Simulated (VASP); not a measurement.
# Ir12Cl in VASP: single point with PBE+D3(BJ)

Aim: the single point of Ir12Cl with PBE+D3(BJ).

All numbers are computed with VASP 6.6.1; they aren't measurements. Logs are shortened: lines on timing, memory, paths and dates and some standing lists are left out, and cuts for length are marked.

### Step 1. The cell of the first run

The cell holds a slab with vacuum, 13 atoms: a = 5.431 Å, b = 5.431 Å, c = 16.434 Å, α = 90.00°, β = 90.00°, γ = 60.00°.

### Step 2. Single point, PBE+D3(BJ)

INCAR reads:

```
SYSTEM = Ir12Cl
ALGO     = Normal         ! electronic algorithm
EDIFF    = 1E-7           ! SCF threshold, eV
ENCUT    = 520            ! plane-wave cutoff, eV
GGA      = PE             ! functional
ISIF     = 2              ! what is computed and relaxed
ISMEAR   = -1             ! smearing method
IVDW     = 12             ! dispersion correction
LASPH    = .True.         ! aspherical terms in the spheres
LCHARG   = .False.        ! write CHGCAR
LREAL    = .False.        ! projectors in reciprocal space
LWAVE    = .False.        ! write WAVECAR
NBANDS   = 70             ! bands
NELM     = 80             ! most SCF steps
PREC     = Accurate       ! precision mode
SIGMA    = 0.05           ! smearing width, eV
```

KPOINTS reads:

```
k-points
0
Gamma
  3 3 1
  0 0 0
```

POSCAR reads:

```
Ir12Cl
1.0
    5.4305800000      0.0000000000      0.0000000000
    2.7152900000      4.7030200000      0.0000000000
    0.0000000000      0.0000000000     16.4340500000
Ir Cl
12 1
Direct
    0.1666667000      0.1666667000      0.0608493000
    0.6666667000      0.1666667000      0.0608493000
    0.1666667000      0.6666667000      0.0608493000
    0.6666667000      0.6666667000      0.0608493000
   -0.1665994047      0.3331735778      0.1916097843
    0.3340460138      0.3318769256      0.1934468662
   -0.1677202981      0.8337086235      0.1933991496
    0.3339728113      0.8337010501      0.1933937385
   -0.0022167543      0.0043132672      0.3232763416
    0.5000532971     -0.0001225019      0.3276358383
   -0.0016346936      0.4973407122      0.3232469870
    0.5042985449      0.4972785794      0.3232504096
    0.5038195630     -0.0092400720      0.4687349139
```

Potentials or basis: VASP PAW PBE potentials, release 64 (Ir, Cl).

On the command line:

```sh
$ cat potpaw_PBE.64/Ir/POTCAR potpaw_PBE.64/Cl/POTCAR > POTCAR
$ mpirun -np 1 vasp_std > vasp.out
```

OUTCAR:

```text
SYSTEM = Ir12Cl
   EDIFF = 1E-7
   ENCUT = 520
   GGA = PE
   ISIF = 2
   ISMEAR = -1
   IVDW = 12
   LASPH = .True.
   LREAL = .False.
   NELM = 80
   PREC = Accurate
 IVDW          = 12

 ion  position               nearest neighbor table
   1  0.167  0.167  0.061-   5 2.66   6 2.68   8 2.68   3 2.72   3 2.72   4 2.72   4 2.72   2 2.72
                             2 2.72
   2  0.667  0.167  0.061-   5 2.66   6 2.68   7 2.68   4 2.72   3 2.72   4 2.72   3 2.72   1 2.72
                             1 2.72
   3  0.167  0.667  0.061-   8 2.69   7 2.69   6 2.69   1 2.72   1 2.72   2 2.72   2 2.72   4 2.72
                             4 2.72
   4  0.667  0.667  0.061-   5 2.66   7 2.68   8 2.68   2 2.72   1 2.72   2 2.72   1 2.72   3 2.72
                             3 2.72
   5  0.833  0.333  0.192-   2 2.66   9 2.66   1 2.66  12 2.66  11 2.66   4 2.66   7 2.72   8 2.72
                             6 2.72   6 2.72   8 2.72   7 2.72
   6  0.334  0.332  0.193-  12 2.65  11 2.65   1 2.68   2 2.68   3 2.69  10 2.70   7 2.71   8 2.71
                             5 2.72   5 2.72   8 2.72   7 2.73
   7  0.832  0.834  0.193-   9 2.66  11 2.66   4 2.68   2 2.68   3 2.69  10 2.70   6 2.71   8 2.71
                             5 2.72   5 2.72   8 2.72   6 2.73
   8  0.334  0.834  0.193-   9 2.66  12 2.66   4 2.68   1 2.68   3 2.69  10 2.70   6 2.71   7 2.71
                             5 2.72   5 2.72   7 2.72   6 2.72
   9  0.998  0.004  0.323-   7 2.66   8 2.66   5 2.66  12 2.68  11 2.68  10 2.72  10 2.72  11 2.75
                            12 2.75
  10  0.500  1.000  0.328-  13 2.32   6 2.70   7 2.70   8 2.70  12 2.71  11 2.71   9 2.72   9 2.72
                            11 2.72  12 2.72
  11  0.998  0.497  0.323-   6 2.65   7 2.66   5 2.66   9 2.68  12 2.68  10 2.71  10 2.72  12 2.75
                             9 2.75
  12  0.504  0.497  0.323-   6 2.65   8 2.66   5 2.66   9 2.68  11 2.68  10 2.71  10 2.72  11 2.75
                             9 2.75
  13  0.504  0.991  0.469-  10 2.32

  LATTYP: Found a hexagonal cell.
 ALAT       =     5.4305797945
 C/A-ratio  =     3.0262054185

  Lattice vectors:

 A1 = (  -2.7152900000,  -4.7030200000,   0.0000000000)
 A2 = (   5.4305800000,   0.0000000000,   0.0000000000)
 A3 = (   0.0000000000,   0.0000000000,  16.4340500000)

Analysis of symmetry for initial positions (statically):
=====================================================================
 Subroutine PRICEL returns:
 Original cell was already a primitive cell.

 Routine SETGRP: Setting up the symmetry group for a
 hexagonal supercell.

 Subroutine GETGRP returns: Found  1 space group operations
 (whereof  1 operations were pure point group operations)
 out of a pool of 24 trial point group operations.

The static configuration has the point symmetry C_1 .

Analysis of symmetry for dynamics (positions and initial velocities):
=====================================================================
 Subroutine PRICEL returns:
 Original cell was already a primitive cell.

 Routine SETGRP: Setting up the symmetry group for a
 hexagonal supercell.

 Subroutine GETGRP returns: Found  1 space group operations
 (whereof  1 operations were pure point group operations)
 out of a pool of 24 trial point group operations.

The dynamic configuration has the point symmetry C_1 .

 Subroutine INISYM returns: Found  1 space group operations
 (whereof  1 operations are pure point group operations),
 and found     1 'primitive' translations

----------------------------------------------------------------------------------------

                                     Primitive cell

  volume of cell :     419.7277

  direct lattice vectors                    reciprocal lattice vectors
     5.430580000  0.000000000  0.000000000     0.184142394 -0.106314666  0.000000000
     2.715290000  4.703020000  0.000000000     0.000000000  0.212629332  0.000000000
     0.000000000  0.000000000 16.434050000     0.000000000  0.000000000  0.060849273

  length of vectors
     5.430580000  5.430579795 16.434050000     0.212629324  0.212629332  0.060849273

  position of ions in fractional coordinates (direct lattice)
     0.166666700  0.166666700  0.060849300
     0.666666700  0.166666700  0.060849300
     0.166666700  0.666666700  0.060849300
     0.666666700  0.666666700  0.060849300
     0.833400595  0.333173578  0.191609784
     0.334046014  0.331876926  0.193446866
     0.832279702  0.833708624  0.193399150
     0.333972811  0.833701050  0.193393738
     0.997783246  0.004313267  0.323276342
     0.500053297  0.999877498  0.327635838
     0.998365306  0.497340712  0.323246987
     0.504298545  0.497278579  0.323250410
     0.503819563  0.990759928  0.468734914

  ion indices of the primitive-cell ions
   primitive index   ion index
                 1           1
                 2           2
                 3           3
                 4           4
                 5           5
                 6           6
                 7           7
                 8           8
                 9           9
                10          10
                11          11
                12          12
                13          13

----------------------------------------------------------------------------------------

 KPOINTS: k-points

Automatic generation of k-mesh.
 Grid dimensions read from file:
 generate k-points for:    3    3    1

 Generating k-lattice:

  Cartesian coordinates                     Fractional coordinates (reciprocal lattice)
     0.061380798 -0.035438222  0.000000000     0.333333333  0.000000000  0.000000000
     0.000000000  0.070876444  0.000000000     0.000000000  0.333333333  0.000000000
     0.000000000  0.000000000  0.060849273     0.000000000  0.000000000  1.000000000

  Length of vectors
     0.070876441  0.070876444  0.060849273

  Shift w.r.t. Gamma in fractional coordinates (k-lattice)
     0.000000000  0.000000000  0.000000000

 Subroutine IBZKPT returns following result:
 ===========================================

 Found      5 irreducible k-points:

 Following reciprocal coordinates:
            Coordinates               Weight
  0.000000  0.000000  0.000000      1.000000
  0.333333  0.000000  0.000000      2.000000
  0.333333  0.333333  0.000000      2.000000
  0.000000  0.333333  0.000000      2.000000
 -0.333333  0.333333  0.000000      2.000000
   k-points           NKPTS =      5   k-points in BZ     NKDIM =      5   number of bands    NBANDS=     70
   number of dos      NEDOS =    301   number of ions     NIONS =     13
   total plane-waves  NPLWV = 201600
   dimension x,y,z NGX =    40 NGY =   40 NGZ =  126
   dimension x,y,z NGXF=    80 NGYF=   80 NGZF=  252
   ions per type =              12   1
   NGX,Y,Z   is equivalent  to a cutoff of  12.25, 12.25, 12.75 a.u.
   NGXF,Y,Z  is equivalent  to a cutoff of  24.49, 24.49, 25.49 a.u.
 SYSTEM =  Ir12Cl
   PREC   = accura    normal or accurate (medium, high low for compatibility)
   ISTART =      0    job   : 0-new  1-cont  2-samecut
   ICHARG =      2    charge: 1-file 2-atom 10-const
   ISPIN  =      1    spin polarized calculation?
   LNONCOLLINEAR =      F non collinear calculations
   LSORBIT =      F    spin-orbit coupling
   LASPH  =      T    aspherical Exc in radial PAW
   ENCUT  =  520.0 eV  38.22 Ry    6.18 a.u.  10.10 10.10 30.56*2*pi/ulx,y,z
   NELM   =     80;   NELMIN=  2; NELMDL= -5     # of ELM steps
   EDIFF  = 0.1E-06   stopping-criterion for ELM
   LREAL  =      F    real-space projection
   EDIFFG = 0.1E-05   stopping-criterion for IOM
   NSW    =      0    number of steps for IOM
   IBRION =     -1    ionic relax: 0-MD 1-quasi-New 2-CG
   NFREE  =      0    steps in history (QN), initial steepest desc. (CG)
   ISIF   =      2    stress and relaxation
   ISYM   =      2    0-nonsym 1-usesym 2-fastsym
   POTIM  = 0.5000    time-step for ionic-motion
   TEBEG  =    0.0;   TEEND  =   0.0 temperature during run
   PSTRESS=    0.0 pullay stress
   NELECT =     115.0000    total number of electrons
   NUPDOWN=      -1.0000    fix difference up-down
   EMIN   =  10.00;   EMAX   =-10.00  energy-range for DOS
   EFERMI =   0.00;   METHOD = LEGACY
   ISMEAR =    -1;   SIGMA  =   0.05  broadening in eV -4-tet -1-fermi 0-gaus
   EFERMI_NEDOS =   21; number of points for ismear=-14 and -15
   IALGO  =     38    algorithm
   IMIX   =      4    mixing-type and parameters
     AMIX     =   0.40;   BMIX     =  1.00
     AMIX_MAG =   1.60;   BMIX_MAG =  1.00
  volume/ion in A,a.u.               =      32.29       217.88
  Fermi-wavevector in a.u.,A,eV,Ry     =   1.063290  2.009326 15.382539  1.130585
  Thomas-Fermi vector in A             =   2.198769
   LORBIT       =      0    0 simple, 1 ext, 2 COOP (PROOUT), +10 PAW based schemes
   GGA     = PE    functional components
   LHFCALC =     F    Hartree Fock is set to
   AEXX    =    0.0000 exact exchange contribution
   IVDW    =    12    specifies the selected vdW correction
   LEPSILON=     F    determine dielectric tensor
   LRPA    =     F    only Hartree local field effects (RPA)
 non-spin polarized calculation
  energy-cutoff  :      520.00
  volume of cell :      419.73
 maximum number of plane-waves:     11346
   NGX = 21   NGY = 21   NGZ = 61

 number of electron     115.0000006 magnetization

 Free energy of the ion-electron system (eV)
  ---------------------------------------------------
  ext. energy  EPLUGINS =         0.00000000
  ---------------------------------------------------
  free energy    TOTEN  =      -101.73064899 eV

  energy without entropy =     -101.57774265  energy(sigma->0) =     -101.65419582

 E-fermi :   1.2161     XC(G=0):  -7.2706

 val. band max:        1.2064352503   @ k =   0.0000   0.3333   0.0000
 cond. band min:       1.2637416756   @ k =   0.3333   0.3333   0.0000
 fundamental gap:      0.0573064254
 Fermi energy:         1.2160629725

 k-point     1 :       0.0000    0.0000    0.0000
  band No.  band energies     occupation
      1     -13.4808      2.00000
      2      -9.0160      2.00000
      3      -6.9513      2.00000
      4      -6.6049      2.00000
      5      -6.3134      2.00000
      6      -6.3131      2.00000
[... 61 lines left out ...]
     68       2.8169      0.00000
     69       2.8172      0.00000

 k-point     2 :       0.3333    0.0000    0.0000
  band No.  band energies     occupation
      1     -13.4730      2.00000
      2      -8.0238      2.00000
      3      -6.4293      2.00000
      4      -6.0136      2.00000
      5      -5.6937      2.00000
      6      -5.6420      2.00000
[... 61 lines left out ...]
     68       2.3474      0.00000
     69       3.1319      0.00000

 k-point     3 :       0.3333    0.3333    0.0000
  band No.  band energies     occupation
      1     -13.4730      2.00000
      2      -8.0238      2.00000
      3      -6.4293      2.00000
      4      -6.0136      2.00000
      5      -5.6936      2.00000
      6      -5.6420      2.00000
[... 61 lines left out ...]
     68       2.3474      0.00000
     69       3.1316      0.00000

 k-point     4 :       0.0000    0.3333    0.0000
  band No.  band energies     occupation
      1     -13.4730      2.00000
      2      -8.0239      2.00000
      3      -6.4294      2.00000
      4      -6.0139      2.00000
      5      -5.6949      2.00000
      6      -5.6415      2.00000
[... 61 lines left out ...]
     68       2.3474      0.00000
     69       3.1347      0.00000

 k-point     5 :      -0.3333    0.3333    0.0000
  band No.  band energies     occupation
      1     -13.4692      2.00000
      2      -6.5165      2.00000
      3      -6.4999      2.00000
      4      -6.4634      2.00000
      5      -5.1647      2.00000
      6      -5.1036      2.00000
[... 61 lines left out ...]
     68       1.7469      0.00005
     69       1.7653      0.00003
 [bands above 69 left out]

------------------------ aborting loop because EDIFF is reached ----------------------------------------

 Edisp (eV)   -6.18240

 E8    (eV) :    -2.9774

  FORCE on cell =-STRESS in cart. coord.  units (eV):
  Direction    XX          YY          ZZ          XY          YZ          ZX
  --------------------------------------------------------------------------------------
  -------------------------------------------------------------------------------------
  Total      -7.09562    -7.10033     0.37708    -0.00021     0.00715     0.00080
  in kB     -27.08527   -27.10326     1.43939    -0.00079     0.02729     0.00304
  external pressure =      -17.58 kB  Pullay stress =        0.00 kB

 VOLUME and BASIS-vectors are now :
 -----------------------------------------------------------------------------
  energy-cutoff  :      520.00
  volume of cell :      419.73
      direct lattice vectors                 reciprocal lattice vectors
     5.430580000  0.000000000  0.000000000     0.184142394 -0.106314666  0.000000000
     2.715290000  4.703020000  0.000000000     0.000000000  0.212629332  0.000000000
     0.000000000  0.000000000 16.434050000     0.000000000  0.000000000  0.060849273

 POSITION                                       TOTAL-FORCE (eV/Angst)
 -----------------------------------------------------------------------------------
      1.35765      0.78384      1.00000         0.113805     -0.053781      0.039914
      4.07294      0.78384      1.00000        -0.114541     -0.055463      0.040073
      2.71529      3.13535      1.00000        -0.000396     -0.004038     -0.278252
      5.43058      3.13535      1.00000         0.001089      0.112578      0.038669
      5.43051      1.56692      3.14892        -0.000075     -0.000500     -0.004932
      2.71521      1.56082      3.17912         0.000147     -0.000244     -0.004121
      6.78352      3.92095      3.17833        -0.000240      0.001413     -0.001603
      4.07741      3.92091      3.17824         0.000389      0.001325     -0.001272
      5.43025      0.02029      5.31274         0.000115      0.001960      0.044792
      5.43054      4.70244      5.38438        -0.000620     -0.004674      0.050328
      6.77213      2.33900      5.31226        -0.003264     -0.001174      0.040941
      4.08889      2.33871      5.31231         0.003151     -0.000981      0.041450
      5.42623      4.65956      7.70321         0.000438      0.003578     -0.005988
 -----------------------------------------------------------------------------------
    total drift:                               -0.000019     -0.000039      0.000064

  FREE ENERGIE OF THE ION-ELECTRON SYSTEM (eV)
  ---------------------------------------------------
  free  energy   TOTEN  =      -107.9130511121 eV

  energy  without entropy=     -107.7601447746  energy(sigma->0) =     -107.83659794
```

It took 12 min on 1 thread of Intel Xeon 8259CL, shared host; peak memory 0.53 GiB.

Results:

```yaml
Free_energy: -107.9131 eV
Largest_force: 0.278 eV/Å
Band_gap_on_the_k_mesh: zero (an odd number of electrons rules out a gap without spin polarisation)
Dispersion_energy_per_atom: -0.476 eV
```

Forces on the atoms (eV/Å):
```
Ir   0.114 -0.054  0.040
Ir  -0.115 -0.055  0.040
Ir   0.000 -0.004 -0.278
Ir   0.001  0.113  0.039
Ir   0.000 -0.001 -0.005
Ir   0.000  0.000 -0.004
Ir   0.000  0.001 -0.002
Ir   0.000  0.001 -0.001
Ir   0.000  0.002  0.045
Ir  -0.001 -0.005  0.050
Ir  -0.003 -0.001  0.041
Ir   0.003 -0.001  0.041
Cl   0.000  0.004 -0.006
```

Levels at points of the mesh, in eV from the Fermi level:
```tsv
k point	band 56	band 57	band 58	band 59	band 60	band 61	band 62	band 63
(0.00, 0.00, 0.00)	0.58	0.74	0.74	0.92	0.99	0.99	1.00	1.17
```

Caveat: the k points lie up to 0.45 Å⁻¹ apart, too coarse for converged energies and pressures of a metal; there is no dipole correction, which matters where the two faces differ; spin-orbit coupling is left out, which moves the levels of the heavy elements.

The gap in the log of VASP goes by the Fermi energy; the results here count the filled bands.